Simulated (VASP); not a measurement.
## Sn: single point with r2SCAN

The system is Sn.

```
CELL_PARAMETERS angstrom
-2.81493 2.81493 1.53171
2.81493 -2.81493 1.53171
2.81493 2.81493 -1.53171
ATOMIC_POSITIONS crystal
Sn 0.75000 0.25000 0.50000
Sn 0.00000 0.00000 0.00000
```

| Item | Value |
| --- | --- |
| Program | VASP 6.6.1 |
| Task | single point |
| Functional | r2SCAN |
| Potentials or basis | VASP PAW PBE potentials, release 64 (Sn_d) |
| Cutoff | 520 eV |
| k mesh | 14 × 14 × 14 |
| Occupations | gaussian, width 0.1 eV |
| Spin | no spin polarisation |

- Pressure: 9.4 GPa
- Band gap on the k mesh: zero (bands 14 and 15 overlap by 4.93 eV)

Levels at points of the mesh, in eV from the Fermi level:
```
           k point  band 12  band 13  band 14  band 15  band 16  band 17
(0.00, 0.00, 0.00)    -3.30    -2.50    -2.50     3.16     7.15     7.15
(0.50, 0.00, 0.00)    -6.09    -2.20    -2.16    -1.49     2.39     3.33
(0.50, 0.50, 0.00)    -9.98     0.53     0.53     2.03     2.03     6.94
(0.50, 0.50, 0.50)    -8.21    -5.75    -5.75     5.77     5.77    11.13
```

Wall time 8.9 min on 1 thread of AMD EPYC 9R45 96-Core Processor (Zen 5) (shared host), peak memory 0.3 GiB.

Caveat: the cell stands under pressure; the PAW data sets were made with another functional, which shifts forces and pressure a little; spin-orbit coupling is left out, which moves the levels of the heavy elements.
